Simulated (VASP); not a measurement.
# YbB2 (P6/mmm) in VASP: a series of runs, part 2 of 2

VASP 6.6.1. The steps go on from the part before.

## (3) Single point, PBE (10.88 Å³/atom)

This run uses another cell than the first one, of 10.88 Å³/atom.

Contents of INCAR:

```
ALGO     = Normal         # electronic algorithm
EDIFF    = 1E-6           # SCF threshold, eV
ENCUT    = 520            # plane-wave cutoff, eV
GGA      = PE             # functional
ISIF     = 2              # what is computed and relaxed
ISMEAR   = 0              # smearing method
LASPH    = True           # aspherical terms in the spheres
LCHARG   = False          # write CHGCAR
LREAL    = False          # projectors in reciprocal space
LWAVE    = False          # write WAVECAR
NBANDS   = 22             # bands
NELM     = 60             # most SCF steps
PREC     = Accurate       # precision mode
SIGMA    = 0.03           # smearing width, eV
```

Contents of KPOINTS:

```
k-points
0
Gamma
  21 21 16
```

Contents of POSCAR:

```
YbB2
1.0
    3.1670670662      0.0000000000      0.0000000000
   -1.5835335331      2.7427605348      0.0000000000
    0.0000000000      0.0000000000      3.7581150821
Yb B
1 2
Direct
    0.0000000000      0.0000000000      0.0000000000
    0.3333333333      0.6666666667      0.5000000000
    0.6666666667      0.3333333333      0.5000000000
```

Potentials or basis: VASP PAW PBE potentials, release 64 (Yb, B).

Command:

```
$ cat potpaw_PBE.64/Yb/POTCAR potpaw_PBE.64/B/POTCAR > POTCAR
$ mpirun -np 1 vasp_std > vasp.out
```

OUTCAR:

```text
EDIFF = 1E-6
   ENCUT = 520
   GGA = PE
   ISIF = 2
   ISMEAR = 0
   LASPH = True
   LREAL = False
   NELM = 60
   PREC = Accurate

 ion  position               nearest neighbor table
   1  0.000  0.000  0.000-   2 2.62   3 2.62   2 2.62   3 2.62   2 2.62   2 2.62   3 2.62   3 2.62
                             3 2.62   3 2.62   2 2.62   2 2.62
   2  0.333  0.667  0.500-   3 1.83   3 1.83   3 1.83   1 2.62   1 2.62   1 2.62   1 2.62   1 2.62
                             1 2.62
[... 801 lines left out ...]
  FORCE on cell =-STRESS in cart. coord.  units (eV):
  Direction    XX          YY          ZZ          XY          YZ          ZX
  --------------------------------------------------------------------------------------
  -------------------------------------------------------------------------------------
  Total        2.1009014      2.1009014      2.1490499      0.0000000      0.0000000      0.0000000
  in kB      103.1100563    103.1100563    105.4731340      0.0000000      0.0000000      0.0000000
  external PRESSURE =     103.8977489 kB  Pullay stress =       0.0000000 kB

 VOLUME and BASIS-vectors are now :
 -----------------------------------------------------------------------------
  energy-cutoff  :      520.00
  volume of cell :       32.64
      direct lattice vectors                 reciprocal lattice vectors
     3.167067066  0.000000000  0.000000000     0.315749550  0.182298088  0.000000000
    -1.583533533  2.742760535  0.000000000     0.000000000  0.364596175  0.000000000
     0.000000000  0.000000000  3.758115082     0.000000000  0.000000000  0.266090840

 POSITION                                       TOTAL-FORCE (eV/Angst)
 -----------------------------------------------------------------------------------
      0.00000      0.00000      0.00000         0.000000      0.000000      0.000000
     -0.00000      1.82851      1.87906         0.000000     -0.000000      0.000000
      1.58353      0.91425      1.87906        -0.000000      0.000000      0.000000
 -----------------------------------------------------------------------------------
    total drift:                               -0.000000      0.000000     -0.000000

  FREE ENERGIE OF THE ION-ELECTRON SYSTEM (eV)
  ---------------------------------------------------
  free  energy   TOTEN  =       -18.0661833828 eV

  energy  without entropy=      -18.0645011407  energy(sigma->0) =      -18.06534226
```

stdout:

```text
POSCAR found type information on POSCAR YbB
 POSCAR found :  2 types and       3 ions
 scaLAPACK will be used
 LDA part: xc-table for (Slater+PW92), standard interpolation
 POSCAR, INCAR and KPOINTS ok, starting setup
 FFT: planning ... GRIDC
 FFT: planning ... GRID_SOFT
 FFT: planning ... GRID
 WAVECAR not read
 entering main loop
```

Wall time 9.1 min (1 thread of Intel Xeon Platinum 8488C (Sapphire Rapids), shared host); peak memory 0.44 GiB.

What came out:

```
Free energy            : -18.0662 eV
Pressure               : 10.4 GPa
Band gap on the k mesh : zero (bands 15 and 16 overlap by 1.37 eV)
```

Levels at points of the mesh, in eV from the Fermi level:
```tsv
k point	band 11	band 12	band 13	band 14	band 15	band 16	band 17	band 18	band 19	band 20
(0.00, 0.00, 0.00)	-0.39	-0.39	-0.39	-0.39	-0.36	0.11	6.76	6.76	7.01	7.10
(0.00, 0.00, 0.50)	-0.36	-0.30	-0.30	1.07	1.07	3.70	3.70	4.09	4.18	4.18
```

Caveat: the cell stands under pressure; spin-orbit coupling is left out, which moves the levels of the heavy elements. Spin polarisation is off, so any magnetic state and its effect on volume and gap are missing.

## (4) Single point, PBE (11.23 Å³/atom)

This run uses another cell than the first one, of 11.23 Å³/atom.

Contents of INCAR:

```
PREC     = Accurate       # precision mode
ENCUT    = 520            # plane-wave cutoff, eV
EDIFF    = 1E-7           # SCF threshold, eV
ISMEAR   = 0              # smearing method
SIGMA    = 0.03           # smearing width, eV
LREAL    = F              # projectors in reciprocal space
LASPH    = T              # aspherical terms in the spheres
NELM     = 100            # most SCF steps
ALGO     = Normal         # electronic algorithm
ISIF     = 2              # what is computed and relaxed
LWAVE    = F              # write WAVECAR
LCHARG   = F              # write CHGCAR
GGA      = PE             # functional
NBANDS   = 22             # bands
```

Contents of KPOINTS:

```
Automatic mesh
0
Gamma
  21 21 16
```

Contents of POSCAR:

```
YbB2
1.0
    3.1988037620      0.0000000000      0.0000000000
   -1.5994018810      2.7702453196      0.0000000000
    0.0000000000      0.0000000000      3.8014849879
Yb B
1 2
Direct
    0.0000000000      0.0000000000      0.0000000000
    0.3333333333      0.6666666667      0.5000000000
    0.6666666667      0.3333333333      0.5000000000
```

Command:

```
$ cat potpaw_PBE.64/Yb/POTCAR potpaw_PBE.64/B/POTCAR > POTCAR
$ mpirun -np 1 vasp_std > vasp.out
```

Run time: 7.8 min. Hardware: 1 thread of Intel Xeon Platinum 8488C (Sapphire Rapids), shared host; peak memory 0.45 GiB.

It converged, with:

```
Free energy            : -18.1168 eV
Pressure               : 5.2 GPa
Band gap on the k mesh : zero (bands 15 and 16 overlap by 1.31 eV)
```

Stress tensor (GPa, compression positive):
```
5.13 0.00 0.00
0.00 5.13 0.00
0.00 0.00 5.40
```

Levels at points of the mesh, in eV from the Fermi level:
| k point | band 13 | band 14 | band 15 | band 16 | band 17 | band 18 |
| --- | --- | --- | --- | --- | --- | --- |
| (0.00, 0.00, 0.00) | -0.36 | -0.36 | -0.34 | 0.09 | 6.62 | 6.62 |
| (0.00, 0.00, 0.50) | -0.29 | 1.04 | 1.04 | 3.68 | 3.68 | 4.02 |

Caveat: the cell stands under pressure; spin-orbit coupling is left out, which moves the levels of the heavy elements.

## (5) Overview

```tsv
cell	gap on the mesh (eV)	pressure (GPa)
a = 3.135, b = 3.135, c = 3.714 Å, angles 90.0, 90.0, 120.0°, 3 atoms	none	16.5
a = 3.167, b = 3.167, c = 3.758 Å, angles 90.0, 90.0, 120.0°, 3 atoms	none	10.4
a = 3.199, b = 3.199, c = 3.801 Å, angles 90.0, 90.0, 120.0°, 3 atoms	none	5.2
```

Alike in all rows: task single point; level PBE; potentials or basis VASP PAW PBE potentials, release 64 (Yb, B); no spin polarisation; k mesh 21 × 21 × 16; cutoff (eV) 520; smearing gaussian 0.03 eV.

Caveats: the cell stands under pressure; spin-orbit coupling is left out, which moves the levels of the heavy elements.

Total energies depend on the potentials used, so only differences within one code and one set of settings carry meaning.
